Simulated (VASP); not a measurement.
Wanted: the native input for a VASP 6.6.1 run.

```
Task                   : single point
Functional             : PBE
Potentials or basis    : VASP PAW PBE potentials, release 64 (Mo_sv)
Cutoff                 : 520 eV
k mesh                 : 22 × 22 × 22
Occupations            : gaussian, width 0.15 eV
Spin                   : no spin polarisation
Dipole correction      : no
Further INCAR settings : ALGO = Fast; EDIFF = 1e-06; NBANDS = 13
```

The structure of Mo lies in POSCAR:

```
Mo
1.0
    0.0000000000      2.1024437638      1.6676583935
    2.1024437638      0.0000000000      1.6676583935
    2.1024437638      2.1024437638      0.0000000000
Mo
1
Direct
    0.0000000000      0.0000000000      0.0000000000
```

This cell differs from its parent crystal: volume 14.743 Å^3 an atom, c/a of the conventional cell 0.7932.

One way to write it, as run:

INCAR

```
SYSTEM = Mo
PREC = Accurate
ENCUT = 520
EDIFF = 1E-6
ISMEAR = 0
SIGMA = 0.15
LREAL = .False.
LASPH = .True.
NELM = 80
ALGO = Fast
ISIF = 2
LWAVE = .False.
LCHARG = .False.
GGA = PE
NBANDS = 13
```

KPOINTS

```
Automatic mesh
0
Gamma
  22 22 22
  0 0 0
```

Potentials or basis: VASP PAW PBE potentials, release 64 (Mo_sv).

Launch:

```console
$ cat potpaw_PBE.64/Mo_sv/POTCAR > POTCAR
$ mpirun -np 1 vasp_std > vasp.out
```

It gave:

```json
{
  "Pressure": "22.9 GPa",
  "Band gap on the k mesh": "zero (band 7 reaches 17.64 eV, above the bottom of band 8 at 12.44 eV)"
}
```

It took 51 s on 1 thread of Intel(R) Xeon(R) 6975P-C (Granite Rapids), on a shared host, peak memory 0.26 GiB.
